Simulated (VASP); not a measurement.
Crystal: Mg5Se2.

```xyz
14
Lattice="7.4300 -2.8800 0.0000 7.4300 2.8800 0.0000 -0.7751 0.0000 6.3126" Properties=species:S:1:pos:R:3 pbc="T T T"
Mg    6.8487    0.4188    4.7344
Mg   10.3475   -0.4182    1.9809
Mg    4.1250   -0.4182    1.1754
Mg    1.0970   -0.5484    2.6595
Mg   13.3754   -0.5484    0.4968
Mg    7.2362   -0.4188    1.5781
Mg    9.9600    0.4182    5.1372
Mg    3.7374    0.4182    4.3317
Mg    0.7095    0.5484    5.8158
Mg   12.9879    0.5484    3.6531
Se    5.1394   -1.0886    5.8265
Se    8.5579   -1.0886    3.6424
Se    5.5270    1.0886    2.6702
Se    8.9455    1.0886    0.4861
```

- Program: VASP 6.6.1
- Task: relaxation of cell and atoms
- Functional: PBE
- Potentials or basis: VASP PAW PBE potentials, release 64 (Mg, Se)
- Cutoff: 600 eV
- k mesh: 3 × 3 × 3
- Occupations: gaussian, width 0.2 eV
- Spin: no spin polarisation

At the start: pressure 12.6 GPa; volume 19.30 Å³/atom.

How do energy, volume and symmetry change on relaxing?

Over 30 steps the energy falls by 338.8 meV/atom and the volume is 22.10 Å³/atom (+14.5 %); space group C2/c (No. 15, to 0.1 Å) before and after.

The path:
| step | energy change (eV) | largest force (eV/Å) | pressure (GPa) | volume (Å³) |
| --- | --- | --- | --- | --- |
| 1 | 0.0000 | 1.3179 | 12.59 | 270.16 |
| 2 | -2.4833 | 0.5414 | -0.29 | 333.86 |
| 3 | -2.4876 | 0.5202 | -0.66 | 337.17 |
| 4 | -2.7000 | 0.5111 | -0.60 | 335.53 |
| 5 | -3.2109 | 0.4863 | -0.26 | 330.14 |
| 6 | -3.3321 | 0.8584 | 1.35 | 317.26 |
| 7 | -3.4583 | 0.6317 | 0.49 | 323.07 |
| 8 | -3.6953 | 0.4734 | -0.24 | 326.26 |
| 9 | -3.8419 | 0.3100 | -0.97 | 330.44 |
| 10 | -3.9704 | 0.2703 | 0.45 | 318.38 |
| 11 | -3.9736 | 0.2605 | 0.76 | 316.20 |
| 12 | -4.0598 | 0.2536 | 0.19 | 318.73 |
| 13 | -4.0734 | 0.2525 | -0.08 | 320.27 |
| 14 | -4.1249 | 0.1713 | -0.21 | 320.00 |
| 15 | -4.1550 | 0.2082 | -0.34 | 319.55 |
| 16 | -4.1961 | 0.2286 | 0.44 | 313.35 |
| 17 | -4.2000 | 0.2402 | 0.81 | 310.73 |
| 18 | -4.2281 | 0.2333 | 0.63 | 311.53 |
| 19 | -4.2838 | 0.2245 | 0.17 | 313.92 |
| 20 | -4.2743 | 0.5080 | -0.51 | 318.60 |
| 21 | -4.2985 | 0.3533 | -0.16 | 316.00 |
| 22 | -4.3629 | 0.2986 | -0.29 | 315.86 |
| 23 | -4.4769 | 0.2203 | -0.44 | 315.36 |
| 24 | -4.5829 | 0.2454 | 0.37 | 308.93 |
| 25 | -4.6054 | 0.2698 | 0.99 | 304.76 |
| 26 | -4.6697 | 0.2448 | 0.03 | 311.04 |
| 27 | -4.6699 | 0.2465 | 0.08 | 310.69 |
| 28 | -4.7071 | 0.1729 | -0.08 | 311.84 |
| 29 | -4.7369 | 0.0950 | -0.31 | 314.12 |
| 30 | -4.7430 | 0.0753 | 0.39 | 309.39 |

Final structure:
```
CELL_PARAMETERS angstrom
7.48639 -3.33962 0.40951
7.48639 3.33962 0.40951
-0.45991 0.00000 6.16225
ATOMIC_POSITIONS crystal
Mg 0.35669 0.64331 0.75000
Mg 0.89943 0.53074 0.22520
Mg 0.46926 0.10057 0.27480
Mg 0.13721 0.04949 0.40536
Mg 0.95051 0.86279 0.09464
Mg 0.64331 0.35669 0.25000
Mg 0.53074 0.89943 0.72520
Mg 0.10057 0.46926 0.77480
Mg 0.04949 0.13721 0.90536
Mg 0.86279 0.95051 0.59464
Se 0.52830 0.23708 0.89783
Se 0.76292 0.47170 0.60217
Se 0.23708 0.52830 0.39783
Se 0.47170 0.76292 0.10217
```

Caveat: the k points lie up to 0.34 Å⁻¹ apart in the final cell; the relaxation stopped at a loose force limit of 0.08 eV/Å, so its end isn't a converged minimum.
